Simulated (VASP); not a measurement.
Input of a VASP 6.6.1 run:

Contents of INCAR:

```
  ALGO = Normal
  EDIFF = 1E-6
  ENCUT = 500
  GGA = CA
  GGA_COMPAT = F
  ISIF = 2
  ISMEAR = 0
  LASPH = T
  LCHARG = F
  LREAL = F
  LWAVE = F
  NBANDS = 14
  NELM = 120
  PREC = Accurate
  SIGMA = 0.1
```

Contents of KPOINTS:

```
k-points
0
Gamma
  8 8 8
```

The input POSCAR:

```
ZrB
1.0
    0.0000000000      2.4156803549      2.4156803549
    2.4156803549      0.0000000000      2.4156803549
    2.4156803549      2.4156803549      0.0000000000
Zr B
1 1
Direct
    0.0000000000      0.0000000000      0.0000000000
    0.5000000000      0.5000000000      0.5000000000
```

Potentials or basis: VASP PAW LDA potentials, release 64 (Zr_sv, B).

Launch:

```console
$ cat potpaw_LDA.64/Zr_sv/POTCAR potpaw_LDA.64/B/POTCAR > POTCAR
$ mpirun -np 1 vasp_std > vasp.out
```

(1) What does it give for the pressure?

Results:

(1) 0.4 GPa.
